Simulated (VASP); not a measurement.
# TlCl (Pm-3m) in VASP: notebook, part 2 of 2

VASP 6.6.1.

## (4) Single point, HSE06

Contents of POSCAR:

```
TlCl
1.0
    3.8388256226      0.0000000000      0.0000000000
    0.0000000000      3.8388256226      0.0000000000
    0.0000000000      0.0000000000      3.8388256226
Tl Cl
1 1
Direct
    0.0000000000      0.0000000000      0.0000000000
    0.5000000000      0.5000000000      0.5000000000
```

Contents of INCAR.step1:

```
PREC = Accurate
ENCUT = 400
EDIFF = 1E-5
ISMEAR = 0
SIGMA = 0.01
LREAL = False
LASPH = True
NELM = 120
ALGO = Normal
ISIF = 2
LWAVE = True
LCHARG = False
GGA = PE
NBANDS = 17
GGA_COMPAT = False
```

Contents of INCAR.step2:

```
PREC = Accurate
ENCUT = 400
EDIFF = 1E-6
ISMEAR = 0
SIGMA = 0.01
LREAL = False
LASPH = True
NELM = 120
ALGO = Normal
ISIF = 2
LWAVE = False
LCHARG = False
GGA = PE
LHFCALC = True
HFSCREEN = 0.2079
PRECFOCK = Normal
ISTART = 1
NBANDS = 17
GGA_COMPAT = False
```

Contents of KPOINTS:

```
Automatic mesh
0
Gamma
  2 2 2
```

Potentials or basis: VASP PAW PBE potentials, release 64 (Tl_d, Cl).

On the command line:

```
cat potpaw_PBE.64/Tl_d/POTCAR potpaw_PBE.64/Cl/POTCAR > POTCAR
cp INCAR.step1 INCAR
mpirun -np 1 vasp_std > vasp.out
cp INCAR.step2 INCAR
mpirun -np 1 vasp_std > vasp.out
```

OUTCAR:

```text
PREC = Accurate
   ENCUT = 400
   EDIFF = 1E-6
   ISMEAR = 0
   LREAL = False
   LASPH = True
   NELM = 120
   ISIF = 2
   GGA = PE
   LHFCALC = True
   HFSCREEN = 0.2079
   PRECFOCK = Normal
   ISTART = 1

 ion  position               nearest neighbor table
   1  0.000  0.000  0.000-   2 3.32   2 3.32   2 3.32   2 3.32   2 3.32   2 3.32   2 3.32   2 3.32

   2  0.500  0.500  0.500-   1 3.32   1 3.32   1 3.32   1 3.32   1 3.32   1 3.32   1 3.32   1 3.32

  LATTYP: Found a simple cubic cell.
 ALAT       =     3.8388256226

  Lattice vectors:

 A1 = (   3.8388256226,   0.0000000000,   0.0000000000)
 A2 = (   0.0000000000,   3.8388256226,   0.0000000000)
 A3 = (   0.0000000000,   0.0000000000,   3.8388256226)

Analysis of symmetry for initial positions (statically):
=====================================================================
 Subroutine PRICEL returns:
 Original cell was already a primitive cell.

 Routine SETGRP: Setting up the symmetry group for a
 simple cubic supercell.

 Subroutine GETGRP returns: Found 48 space group operations
 (whereof 48 operations were pure point group operations)
 out of a pool of 48 trial point group operations.

The static configuration has the point symmetry O_h .

Analysis of symmetry for dynamics (positions and initial velocities):
=====================================================================
 Subroutine PRICEL returns:
 Original cell was already a primitive cell.

 Routine SETGRP: Setting up the symmetry group for a
 simple cubic supercell.

 Subroutine GETGRP returns: Found 48 space group operations
 (whereof 48 operations were pure point group operations)
 out of a pool of 48 trial point group operations.

The dynamic configuration has the point symmetry O_h .

 Subroutine INISYM returns: Found 48 space group operations
 (whereof 48 operations are pure point group operations),
 and found     1 'primitive' translations

----------------------------------------------------------------------------------------

                                     Primitive cell

  volume of cell :      56.5712

  direct lattice vectors                    reciprocal lattice vectors
     3.838825623  0.000000000  0.000000000     0.260496334  0.000000000  0.000000000
     0.000000000  3.838825623  0.000000000     0.000000000  0.260496334  0.000000000
     0.000000000  0.000000000  3.838825623     0.000000000  0.000000000  0.260496334

  length of vectors
     3.838825623  3.838825623  3.838825623     0.260496334  0.260496334  0.260496334

  position of ions in fractional coordinates (direct lattice)
     0.000000000  0.000000000  0.000000000
     0.500000000  0.500000000  0.500000000

  ion indices of the primitive-cell ions
   primitive index   ion index
                 1           1
                 2           2

----------------------------------------------------------------------------------------

 KPOINTS: Automatic mesh

Automatic generation of k-mesh.
 Grid dimensions read from file:
 generate k-points for:    2    2    2

 Generating k-lattice:

  Cartesian coordinates                     Fractional coordinates (reciprocal lattice)
     0.130248167  0.000000000  0.000000000     0.500000000  0.000000000  0.000000000
     0.000000000  0.130248167  0.000000000     0.000000000  0.500000000  0.000000000
     0.000000000  0.000000000  0.130248167     0.000000000  0.000000000  0.500000000

  Length of vectors
     0.130248167  0.130248167  0.130248167

  Shift w.r.t. Gamma in fractional coordinates (k-lattice)
     0.000000000  0.000000000  0.000000000

 Subroutine IBZKPT returns following result:
 ===========================================

 Found      4 irreducible k-points:

 Following reciprocal coordinates:
            Coordinates               Weight
  0.000000  0.000000  0.000000      1.000000
  0.500000  0.000000  0.000000      3.000000
  0.500000  0.500000  0.000000      3.000000
  0.500000  0.500000  0.500000      1.000000
   k-points           NKPTS =      4   k-points in BZ     NKDIM =      8   number of bands    NBANDS=     17
   number of dos      NEDOS =    301   number of ions     NIONS =      2
   total plane-waves  NPLWV =  21952
   dimension x,y,z NGX =    28 NGY =   28 NGZ =   28
   dimension x,y,z NGXF=    56 NGYF=   56 NGZF=   56
   ions per type =               1   1
   NGX,Y,Z   is equivalent  to a cutoff of  12.13, 12.13, 12.13 a.u.
   NGXF,Y,Z  is equivalent  to a cutoff of  24.25, 24.25, 24.25 a.u.
 SYSTEM =  unknown system
   PREC   = accura    normal or accurate (medium, high low for compatibility)
   ISTART =      1    job   : 0-new  1-cont  2-samecut
   ICHARG =      0    charge: 1-file 2-atom 10-const
   ISPIN  =      1    spin polarized calculation?
   LNONCOLLINEAR =      F non collinear calculations
   LSORBIT =      F    spin-orbit coupling
   LASPH  =      T    aspherical Exc in radial PAW
   ENCUT  =  400.0 eV  29.40 Ry    5.42 a.u.   6.26  6.26  6.26*2*pi/ulx,y,z
   NELM   =    120;   NELMIN=  2; NELMDL=  0     # of ELM steps
   EDIFF  = 0.1E-05   stopping-criterion for ELM
   LREAL  =      F    real-space projection
   EDIFFG = 0.1E-04   stopping-criterion for IOM
   NSW    =      0    number of steps for IOM
   IBRION =     -1    ionic relax: 0-MD 1-quasi-New 2-CG
   NFREE  =      0    steps in history (QN), initial steepest desc. (CG)
   ISIF   =      2    stress and relaxation
   ISYM   =      3    0-nonsym 1-usesym 2-fastsym
   POTIM  = 0.5000    time-step for ionic-motion
   TEBEG  =    0.0;   TEEND  =   0.0 temperature during run
   PSTRESS=    0.0 pullay stress
   NELECT =      20.0000    total number of electrons
   NUPDOWN=      -1.0000    fix difference up-down
   EMIN   =  10.00;   EMAX   =-10.00  energy-range for DOS
   EFERMI =   0.00;   METHOD = LEGACY
   ISMEAR =     0;   SIGMA  =   0.01  broadening in eV -4-tet -1-fermi 0-gaus
   EFERMI_NEDOS =   21; number of points for ismear=-14 and -15
   IALGO  =     38    algorithm
   IMIX   =      1    mixing-type and parameters
     AMIX     =   0.40;   BMIX     =  1.00
     AMIX_MAG =   1.60;   BMIX_MAG =  1.00
  volume/ion in A,a.u.               =      28.29       190.88
  Fermi-wavevector in a.u.,A,eV,Ry     =   1.157586  2.187520 18.231867  1.340004
  Thomas-Fermi vector in A             =   2.294196
   LORBIT       =      0    0 simple, 1 ext, 2 COOP (PROOUT), +10 PAW based schemes
   GGA     = PE    functional components
   LHFCALC =     T    Hartree Fock is set to
   PRECFOCK=normal    Normal, Fast or Accurate (Low or Medium for compatibility)
   ENCUT4O =  -1.0   cutoff for four orbital integrals eV
   NKREDX  =     1    reduce k-point grid by
   NKREDY  =     1    reduce k-point grid by
   NKREDZ  =     1    reduce k-point grid by
   AEXX    =    0.2500 exact exchange contribution
   HFSCREEN=    0.2079 screening length (either q_TF or 0.3 A-1)
   HFSCREENC=   0.2079 screening length for correlation (either q_TF or 0.3 A-1)
   ENCUTFOCK=  -1.0 apply spherical cutoff to Coloumb kernel
   IVDW    =     0    specifies the selected vdW correction
   LEPSILON=     F    determine dielectric tensor
   LRPA    =     F    only Hartree local field effects (RPA)
 non-spin polarized calculation
 Gauss-broadening in eV      SIGMA  =   0.01
  energy-cutoff  :      400.00
  volume of cell :       56.57
 maximum number of plane-waves:      1064
 NGX is ok and might be reduce to    28
  NGX = 20; NGY = 20; NGZ = 20

 number of electron      19.9999993 magnetization

 Free energy of the ion-electron system (eV)
  ---------------------------------------------------
  ext. energy  EPLUGINS =         0.00000000
  ---------------------------------------------------
  free energy    TOTEN  =        -6.92331096 eV

  energy without entropy =       -6.92331096  energy(sigma->0) =       -6.92331096

 E-fermi :   2.2768     XC(G=0):  -7.5295

 val. band max:        2.1881285845   @ k =   0.5000   0.0000   0.0000
 cond. band min:       5.0859002462   @ k =   0.5000   0.0000   0.0000
 fundamental gap:      2.8977716618
 Fermi energy:         2.2768445235

 k-point     1 :       0.0000    0.0000    0.0000
  band No.  band energies     occupation
      1     -12.9911      2.00000
      2      -9.0648      2.00000
      3      -9.0648      2.00000
      4      -8.8331      2.00000
      5      -8.8331      2.00000
      6      -8.8331      2.00000
[... 57 lines left out ...]
      4      -9.0107      2.00000
      5      -8.7635      2.00000
      6      -8.7635      2.00000
[... 9 lines left out ...]
     16      16.2913      0.00000
     17      20.6944      0.00000

------------------------ aborting loop because EDIFF is reached ----------------------------------------

  FORCE on cell =-STRESS in cart. coord.  units (eV):
  Direction    XX          YY          ZZ          XY          YZ          ZX
  --------------------------------------------------------------------------------------
  -------------------------------------------------------------------------------------
  Total        1.1400448      1.1400448      1.1400448      0.0000000      0.0000000     -0.0000000
  in kB       32.2877165     32.2877165     32.2877165      0.0000000      0.0000000     -0.0000000
  external PRESSURE =      32.2877165 kB  Pullay stress =       0.0000000 kB

 VOLUME and BASIS-vectors are now :
 -----------------------------------------------------------------------------
  energy-cutoff  :      400.00
  volume of cell :       56.57
      direct lattice vectors                 reciprocal lattice vectors
     3.838825623  0.000000000  0.000000000     0.260496334  0.000000000  0.000000000
     0.000000000  3.838825623  0.000000000     0.000000000  0.260496334  0.000000000
     0.000000000  0.000000000  3.838825623     0.000000000  0.000000000  0.260496334

 POSITION                                       TOTAL-FORCE (eV/Angst)
 -----------------------------------------------------------------------------------
      0.00000      0.00000      0.00000         0.000000      0.000000      0.000000
      1.91941      1.91941      1.91941         0.000000      0.000000      0.000000
 -----------------------------------------------------------------------------------
    total drift:                               -0.000004     -0.000004     -0.000004

  FREE ENERGIE OF THE ION-ELECTRON SYSTEM (eV)
  ---------------------------------------------------
  free  energy   TOTEN  =        -6.9233109643 eV

  energy  without entropy=       -6.9233109643  energy(sigma->0) =       -6.92331096
```

It took 24 s on 1 thread of Intel Xeon Platinum 8375C at 2.90GHz (Ice Lake), shared host; peak memory 0.25 GiB.

Results:

```yaml
Free_energy: -6.9233 eV
Pressure: 3.2 GPa
Band_gap_on_the_k_mesh: 2.90 eV, direct
```

Caveat: the k points lie up to 0.82 Å⁻¹ apart; the PAW data sets were made with another functional, which shifts forces and pressure a little; spin-orbit coupling is left out, which moves the levels of the heavy elements.

## (5) Summary

| level | k mesh | cutoff (eV) | smearing | grid for exact exchange (PRECFOCK) | screening parameter | gap on the mesh (eV) | pressure (GPa) |
| --- | --- | --- | --- | --- | --- | --- | --- |
| PBE | 4 × 4 × 4 | 500 | tetrahedron | - | - | 2.09 | 1.2 |
| r2SCAN | 4 × 4 × 4 | 550 | gaussian 0.01 eV | - | - | 2.51 | 0.0 |
| HSE06 | 2 × 2 × 2 | 400 | gaussian 0.01 eV | Normal | 0.2079 1/Å | 2.90 | 3.2 |

Alike in all rows: task single point; potentials or basis VASP PAW PBE potentials, release 64 (Tl_d, Cl); no spin polarisation; cell as given.

Caveats: some runs use coarse meshes; spin-orbit coupling is left out, which moves the levels of the heavy elements; the PAW data sets were made with another functional, which shifts forces and pressure a little (some runs).

Absolute energies hang on the potentials; compare differences alone.
